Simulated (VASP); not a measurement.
# CeO2 (Fm-3m) in VASP: further runs

CeO2 is run at these levels: PBE+U; tasks: single point.

Everything below comes from runs of VASP 6.6.1. Logs are shortened: lines on timing, memory, paths and dates and some standing lists are left out, and cuts for length are marked.

## Step 1: The cell of the first run

Symmetry: Fm-3m, No. 225, cubic system. The conventional cell has a = 5.398 Å, b = 5.398 Å, c = 5.398 Å, α = 90.00°, β = 90.00°, γ = 90.00°. Ce (site symmetry m-3m) has 8 O at 2.34 Å within 3.1 Å. Within 3.1 Å of O (site symmetry -43m) lie 4 Ce at 2.34 Å and 6 O at 2.70 Å.

## Step 2: Single point, PBE+U (volume scaled by 0.960)

INCAR

```
SYSTEM = CeO2
PREC = Accurate
ENCUT = 520
EDIFF = 1E-6
ISMEAR = 0
SIGMA = 0.05
LREAL = .FALSE.
LASPH = .TRUE.
NELM = 150
ALGO = Normal
ISIF = 2
LWAVE = .FALSE.
LCHARG = .FALSE.
LMAXMIX = 6
LDAU = .TRUE.
LDAUTYPE = 2
LDAUL = 3 -1
LDAUU = 5 0
LDAUJ = 0 0
LDAUPRINT = 1
GGA = PE
NBANDS = 19
```

KPOINTS

```
regular mesh
0
G
  12 12 12
  0 0 0
```

POSCAR

```
CeO2
1.0
    0.0000000000      2.6989366406      2.6989366406
    2.6989366406      0.0000000000      2.6989366406
    2.6989366406      2.6989366406      0.0000000000
Ce O
1 2
Direct
    0.0000000000      0.0000000000      0.0000000000
    0.2500000000      0.2500000000      0.2500000000
    0.7500000000      0.7500000000      0.7500000000
```

Potentials or basis: VASP PAW PBE potentials, release 64 (Ce, O).

On the command line:

```sh
cat potpaw_PBE.64/Ce/POTCAR potpaw_PBE.64/O/POTCAR > POTCAR
mpirun -np 1 vasp_std > vasp.out
```

OUTCAR:

```text
SYSTEM = CeO2
   PREC = Accurate
   ENCUT = 520
   EDIFF = 1E-6
   ISMEAR = 0
   LREAL = .FALSE.
   LASPH = .TRUE.
   NELM = 150
   ISIF = 2
   GGA = PE

 ion  position               nearest neighbor table
   1  0.000  0.000  0.000-   2 2.34   3 2.34   3 2.34   3 2.34   3 2.34   2 2.34   2 2.34   2 2.34

   2  0.250  0.250  0.250-   1 2.34   1 2.34   1 2.34   1 2.34
   3  0.750  0.750  0.750-   1 2.34   1 2.34   1 2.34   1 2.34

  LATTYP: Found a face centered cubic cell.
 ALAT       =     5.3978732812

  Lattice vectors:

 A1 = (   0.0000000000,   2.6989366406,   2.6989366406)
 A2 = (   2.6989366406,   0.0000000000,   2.6989366406)
 A3 = (   2.6989366406,   2.6989366406,   0.0000000000)

Analysis of symmetry for initial positions (statically):
=====================================================================
 Subroutine PRICEL returns:
 Original cell was already a primitive cell.

 Routine SETGRP: Setting up the symmetry group for a
 face centered cubic supercell.

 Subroutine GETGRP returns: Found 48 space group operations
 (whereof 48 operations were pure point group operations)
 out of a pool of 48 trial point group operations.

The static configuration has the point symmetry O_h .

Analysis of symmetry for dynamics (positions and initial velocities):
=====================================================================
 Subroutine PRICEL returns:
 Original cell was already a primitive cell.

 Routine SETGRP: Setting up the symmetry group for a
 face centered cubic supercell.

 Subroutine GETGRP returns: Found 48 space group operations
 (whereof 48 operations were pure point group operations)
 out of a pool of 48 trial point group operations.

The dynamic configuration has the point symmetry O_h .

 Subroutine INISYM returns: Found 48 space group operations
 (whereof 48 operations are pure point group operations),
 and found     1 'primitive' translations

----------------------------------------------------------------------------------------

                                     Primitive cell

  volume of cell :      39.3195

  direct lattice vectors                    reciprocal lattice vectors
     0.000000000  2.698936641  2.698936641    -0.185258147  0.185258147  0.185258147
     2.698936641  0.000000000  2.698936641     0.185258147 -0.185258147  0.185258147
     2.698936641  2.698936641  0.000000000     0.185258147  0.185258147 -0.185258147

  length of vectors
     3.816872801  3.816872801  3.816872801     0.320876523  0.320876523  0.320876523

  position of ions in fractional coordinates (direct lattice)
     0.000000000  0.000000000  0.000000000
     0.250000000  0.250000000  0.250000000
     0.750000000  0.750000000  0.750000000

  ion indices of the primitive-cell ions
   primitive index   ion index
                 1           1
                 2           2
                 3           3

----------------------------------------------------------------------------------------

 KPOINTS: regular mesh

[... 80 lines left out ...]
   EMIN   =  10.00;   EMAX   =-10.00  energy-range for DOS
   EFERMI =   0.00;   METHOD = LEGACY
   ISMEAR =     0;   SIGMA  =   0.05  broadening in eV -4-tet -1-fermi 0-gaus
   EFERMI_NEDOS =   21; number of points for ismear=-14 and -15
   IALGO  =     38    algorithm
   IMIX   =      4    mixing-type and parameters
     AMIX     =   0.40;   BMIX     =  1.00
     AMIX_MAG =   1.60;   BMIX_MAG =  1.00
  volume/ion in A,a.u.               =      13.11        88.45
  Fermi-wavevector in a.u.,A,eV,Ry     =   1.388703  2.624267 26.238763  1.928495
  Thomas-Fermi vector in A             =   2.512803
   LORBIT       =      0    0 simple, 1 ext, 2 COOP (PROOUT), +10 PAW based schemes
 LDA+U is selected, type is set to LDAUTYPE =  2
   angular momentum for each species LDAUL =     3   -1
   U (eV)           for each species LDAUU =   5.0  0.0
   J (eV)           for each species LDAUJ =   0.0  0.0
   GGA     = PE    functional components
   LHFCALC =     F    Hartree Fock is set to
   AEXX    =    0.0000 exact exchange contribution
   IVDW    =     0    specifies the selected vdW correction
   LEPSILON=     F    determine dielectric tensor
   LRPA    =     F    only Hartree local field effects (RPA)
 non-spin polarized calculation
 Gauss-broadening in eV      SIGMA  =   0.05
  energy-cutoff  :      520.00
  volume of cell :       39.32
 maximum number of plane-waves:      1071
   NGX = 15   NGY = 15   NGZ = 15

atom =   1  type =  1  l = 3

 onsite density matrix

spin component  1

  0.0404 -0.0000  0.0102  0.0000  0.0000  0.0000  0.0000
 -0.0000  0.1407  0.0000 -0.0000 -0.0000 -0.0000  0.0000
  0.0102  0.0000  0.0351 -0.0000  0.0000 -0.0000  0.0000
  0.0000 -0.0000 -0.0000  0.0483  0.0000 -0.0000  0.0000
  0.0000 -0.0000  0.0000  0.0000  0.0351 -0.0000 -0.0102
  0.0000 -0.0000 -0.0000 -0.0000 -0.0000  0.0272 -0.0000
  0.0000  0.0000  0.0000  0.0000 -0.0102 -0.0000  0.0404

spin component  2

  0.0404 -0.0000  0.0102  0.0000  0.0000  0.0000  0.0000
 -0.0000  0.1407  0.0000 -0.0000 -0.0000 -0.0000  0.0000
  0.0102  0.0000  0.0351 -0.0000  0.0000 -0.0000  0.0000
  0.0000 -0.0000 -0.0000  0.0483  0.0000 -0.0000  0.0000
  0.0000 -0.0000  0.0000  0.0000  0.0351 -0.0000 -0.0102
  0.0000 -0.0000 -0.0000 -0.0000 -0.0000  0.0272 -0.0000
  0.0000  0.0000  0.0000  0.0000 -0.0102 -0.0000  0.0404

 occupancies and eigenvectors

  o =  0.0272  v = -0.6124 -0.0000  0.7906  0.0000  0.0023  0.0014  0.0018  0.0000  0.0000  0.0000  0.0000  0.0000  0.0000  0.0000      0.0000  0.0000  0.0000  0.0000  0.0000  0.0000  0.0000  0.0000  0.0000  0.0000  0.0000  0.0000  0.0000  0.0000
  o =  0.0272  v =  0.0000  0.0000  0.0000  0.0000  0.0000  0.0000  0.0000 -0.6124 -0.0000  0.7906  0.0000  0.0023  0.0014  0.0018      0.0000  0.0000  0.0000  0.0000  0.0000  0.0000  0.0000  0.0000  0.0000  0.0000  0.0000  0.0000  0.0000  0.0000
  o =  0.0272  v = -0.0018  0.0000  0.0023  0.0000 -0.7906 -0.0006 -0.6124  0.0000  0.0000  0.0000  0.0000  0.0000  0.0000  0.0000      0.0000  0.0000  0.0000  0.0000  0.0000  0.0000  0.0000  0.0000  0.0000  0.0000  0.0000  0.0000  0.0000  0.0000
  o =  0.0272  v =  0.0000  0.0000  0.0000  0.0000  0.0000  0.0000  0.0000 -0.0018  0.0000  0.0023  0.0000 -0.7906 -0.0006 -0.6124      0.0000  0.0000  0.0000  0.0000  0.0000  0.0000  0.0000  0.0000  0.0000  0.0000  0.0000  0.0000  0.0000  0.0000
  o =  0.0272  v =  0.0009 -0.0000 -0.0011 -0.0000 -0.0005  1.0000 -0.0004  0.0000  0.0000  0.0000  0.0000  0.0000  0.0000  0.0000      0.0000  0.0000  0.0000  0.0000  0.0000  0.0000  0.0000  0.0000  0.0000  0.0000  0.0000  0.0000  0.0000  0.0000
  o =  0.0272  v =  0.0000  0.0000  0.0000  0.0000  0.0000  0.0000  0.0000  0.0009 -0.0000 -0.0011 -0.0000 -0.0005  1.0000 -0.0004      0.0000  0.0000  0.0000  0.0000  0.0000  0.0000  0.0000  0.0000  0.0000  0.0000  0.0000  0.0000  0.0000  0.0000
  o =  0.0483  v = -0.0005  0.0000 -0.0004  1.0000  0.0031  0.0000 -0.0039  0.0000  0.0000  0.0000  0.0000  0.0000  0.0000  0.0000      0.0000  0.0000  0.0000  0.0000  0.0000  0.0000  0.0000  0.0000  0.0000  0.0000  0.0000  0.0000  0.0000  0.0000
  o =  0.0483  v =  0.0000  0.0000  0.0000  0.0000  0.0000  0.0000  0.0000 -0.0005  0.0000 -0.0004  1.0000  0.0031  0.0000 -0.0039      0.0000  0.0000  0.0000  0.0000  0.0000  0.0000  0.0000  0.0000  0.0000  0.0000  0.0000  0.0000  0.0000  0.0000
  o =  0.0483  v =  0.7906 -0.0000  0.6124  0.0006 -0.0008 -0.0000  0.0010  0.0000  0.0000  0.0000  0.0000  0.0000  0.0000  0.0000      0.0000  0.0000  0.0000  0.0000  0.0000  0.0000  0.0000  0.0000  0.0000  0.0000  0.0000  0.0000  0.0000  0.0000
  o =  0.0483  v =  0.0000  0.0000  0.0000  0.0000  0.0000  0.0000  0.0000  0.7906 -0.0000  0.6124  0.0006 -0.0008 -0.0000  0.0010      0.0000  0.0000  0.0000  0.0000  0.0000  0.0000  0.0000  0.0000  0.0000  0.0000  0.0000  0.0000  0.0000  0.0000
  o =  0.0483  v =  0.0000  0.0000  0.0000  0.0000  0.0000  0.0000  0.0000  0.0010  0.0000  0.0008 -0.0050  0.6124  0.0000 -0.7906      0.0000  0.0000  0.0000  0.0000  0.0000  0.0000  0.0000  0.0000  0.0000  0.0000  0.0000  0.0000  0.0000  0.0000
  o =  0.0483  v =  0.0010  0.0000  0.0008 -0.0050  0.6124  0.0000 -0.7906  0.0000  0.0000  0.0000  0.0000  0.0000  0.0000  0.0000      0.0000  0.0000  0.0000  0.0000  0.0000  0.0000  0.0000  0.0000  0.0000  0.0000  0.0000  0.0000  0.0000  0.0000
  o =  0.1407  v =  0.0000 -1.0000 -0.0000  0.0000  0.0000 -0.0000 -0.0000  0.0000  0.0000  0.0000  0.0000  0.0000  0.0000  0.0000      0.0000  0.0000  0.0000  0.0000  0.0000  0.0000  0.0000  0.0000  0.0000  0.0000  0.0000  0.0000  0.0000  0.0000
  o =  0.1407  v =  0.0000  0.0000  0.0000  0.0000  0.0000  0.0000  0.0000  0.0000 -1.0000 -0.0000  0.0000  0.0000 -0.0000 -0.0000      0.0000  0.0000  0.0000  0.0000  0.0000  0.0000  0.0000  0.0000  0.0000  0.0000  0.0000  0.0000  0.0000  0.0000

 number of electron      23.9999998 magnetization

 Free energy of the ion-electron system (eV)
  ---------------------------------------------------
  ext. energy  EPLUGINS =         0.00000000
  ---------------------------------------------------
  free energy    TOTEN  =       -24.24078772 eV

  energy without entropy =      -24.24078772  energy(sigma->0) =      -24.24078772

 E-fermi :   6.0130     XC(G=0): -11.3919

 val. band max:        5.7545434071   @ k =  -0.2500   0.2500   0.0000
 cond. band min:       8.2007965675   @ k =   0.5000   0.0000   0.0000
 fundamental gap:      2.4462531604
 Fermi energy:         6.0130334982

 k-point     1 :       0.0000    0.0000    0.0000
  band No.  band energies     occupation
      1     -27.7118      2.00000
      2     -10.7183      2.00000
      3      -9.7111      2.00000
      4      -9.7111      2.00000
      5      -9.7111      2.00000
      6      -9.6366      2.00000
[... 505 lines left out ...]
      6      -7.1458      2.00000
[... 11 lines left out ...]
     18       8.9217      0.00000
     19       8.9551      0.00000

 [... further k-points ...]
[... 5 lines left out ...]
  --------------------------------------------------------------------------------------
  -------------------------------------------------------------------------------------
  Total        2.8838874      2.8838874      2.8838874     -0.0000000     -0.0000000      0.0000000
  in kB      117.5116203    117.5116203    117.5116203     -0.0000000     -0.0000000      0.0000000
  external PRESSURE =     117.5116203 kB  Pullay stress =       0.0000000 kB

 VOLUME and BASIS-vectors are now :
 -----------------------------------------------------------------------------
  energy-cutoff  :      520.00
  volume of cell :       39.32
      direct lattice vectors                 reciprocal lattice vectors
     0.000000000  2.698936641  2.698936641    -0.185258147  0.185258147  0.185258147
     2.698936641  0.000000000  2.698936641     0.185258147 -0.185258147  0.185258147
     2.698936641  2.698936641  0.000000000     0.185258147  0.185258147 -0.185258147

 POSITION                                       TOTAL-FORCE (eV/Angst)
 -----------------------------------------------------------------------------------
      0.00000      0.00000      0.00000        -0.000000     -0.000000     -0.000000
      1.34947      1.34947      1.34947        -0.000000     -0.000000     -0.000000
      4.04840      4.04840      4.04840         0.000000      0.000000      0.000000
 -----------------------------------------------------------------------------------
    total drift:                                0.000000      0.000000      0.000000

  FREE ENERGIE OF THE ION-ELECTRON SYSTEM (eV)
  ---------------------------------------------------
  free  energy   TOTEN  =       -24.2407877183 eV

  energy  without entropy=      -24.2407877183  energy(sigma->0) =      -24.24078772
```

Wall time 43 s (1 thread of Intel Xeon 6975P-C (Granite Rapids), shared host); peak memory 0.2 GiB.

Results:

| Property | Result |
| --- | --- |
| Free energy | -24.2408 eV |
| Pressure | 11.8 GPa |
| Band gap on the k mesh | 2.45 eV, indirect (least direct gap 2.66 eV) |

Eigenvalues of the final occupation matrices:
| site | spin | trace | eigenvalues |
| --- | --- | --- | --- |
| site 1 f | 1 | 0.37 | 0.03 0.03 0.03 0.05 0.05 0.05 0.14 |
| site 1 f | 2 | 0.37 | 0.03 0.03 0.03 0.05 0.05 0.05 0.14 |

Caveat: spin-orbit coupling is left out, which moves the levels of the heavy elements. A k mesh can miss the band edges.

## Step 3: Single point, PBE+U (volume scaled by 0.980)

INCAR

```
SYSTEM = CeO2
ALGO = Normal ; EDIFF = 1E-6
ENCUT = 520 ; GGA = PE
ISIF = 2 ; ISMEAR = 0
LASPH = .True. ; LCHARG = .False.
LDAU = .True. ; LDAUJ = 0 0
LDAUL = 3 -1 ; LDAUPRINT = 1
LDAUTYPE = 2 ; LDAUU = 5 0
LMAXMIX = 6 ; LREAL = .False.
LWAVE = .False. ; NBANDS = 19
NELM = 150 ; PREC = Accurate
SIGMA = 0.05
```

KPOINTS

```
k-points
0
Gamma
  12 12 12
  0 0 0
```

POSCAR

```
CeO2
1.0
    0.0000000000      2.7175505849      2.7175505849
    2.7175505849      0.0000000000      2.7175505849
    2.7175505849      2.7175505849      0.0000000000
Ce O
1 2
Direct
    0.0000000000      0.0000000000      0.0000000000
    0.2500000000      0.2500000000      0.2500000000
    0.7500000000      0.7500000000      0.7500000000
```

Potentials or basis: VASP PAW PBE potentials, release 64 (Ce, O).

On the command line:

```sh
cat potpaw_PBE.64/Ce/POTCAR potpaw_PBE.64/O/POTCAR > POTCAR
mpirun -np 1 vasp_std > vasp.out
```

Wall time 88 s (1 thread of Intel Xeon 6975P-C (Granite Rapids), shared host); peak memory 0.22 GiB.

Results (log left out):

* Free energy: -24.2905 eV
* Pressure: 7.1 GPa
* Band gap on the k mesh: 2.38 eV, indirect (least direct gap 2.58 eV)

Levels at points of the mesh, in eV from the valence-band top:
| k point | band 9 | band 10 | band 11 | band 12 | band 13 | band 14 | band 15 | band 16 |
| --- | --- | --- | --- | --- | --- | --- | --- | --- |
| (0.00, 0.00, 0.00) | -3.98 | -0.46 | -0.46 | -0.46 | 2.57 | 2.90 | 2.90 | 2.90 |
| (0.50, 0.00, 0.00) | -1.33 | -1.30 | -0.74 | -0.74 | 2.38 | 2.71 | 2.71 | 2.91 |
| (0.50, 0.50, 0.00) | -1.27 | -0.88 | -0.88 | -0.51 | 2.62 | 2.62 | 2.62 | 2.76 |

Eigenvalues of the final occupation matrices:
| site | spin | trace | eigenvalues |
| --- | --- | --- | --- |
| site 1 f | 1 | 0.36 | 0.03 0.03 0.03 0.05 0.05 0.05 0.14 |
| site 1 f | 2 | 0.36 | 0.03 0.03 0.03 0.05 0.05 0.05 0.14 |

Caveat: spin-orbit coupling is left out, which moves the levels of the heavy elements. Spin polarisation is off, so any magnetic state and its effect on volume and gap are missing.
